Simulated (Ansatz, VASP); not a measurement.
# One calculation of Rh, two programs

```xyz
4
Lattice="2.6514 0.0000 0.0000 -1.3257 2.2962 0.0000 0.0000 0.0000 8.6745" Properties=species:S:1:pos:R:3 pbc="T T T"
Rh    0.0000    0.0000    0.0000
Rh    0.0000    0.0000    4.3372
Rh    0.0000    1.5308    2.1686
Rh    1.3257    0.7654    6.5059
```

Alike in both runs: functional PBEsol; dispersion D3(BJ); k mesh 10 × 10 × 3; no spin polarisation.

Ansatz relaxed the structure, and its values are those at the end. VASP's run is a single point on that final structure, the one shown.

|  | VASP | Ansatz |
| --- | --- | --- |
| version | VASP 6.6.1 | Ansatz 0.2.0 |
| potentials or method | VASP PAW PBE potentials, release 64 (Rh_pv), cutoff 520 eV | plane waves, PAW |
| occupations | fermi-dirac, width 0.1 eV | fermi-dirac |
| valence electrons in the cell | 60 | 68 |

VASP gave:

- pressure (GPa): -0.1

Question: What did Ansatz give for the same quantities?

Answer: Pressure (GPa): 0.0.

VASP's potentials were made for PBE, not for PBEsol. VASP's potentials hold 60 valence electrons a cell and Ansatz's 68, so a difference there can come from the potentials and not from the codes.
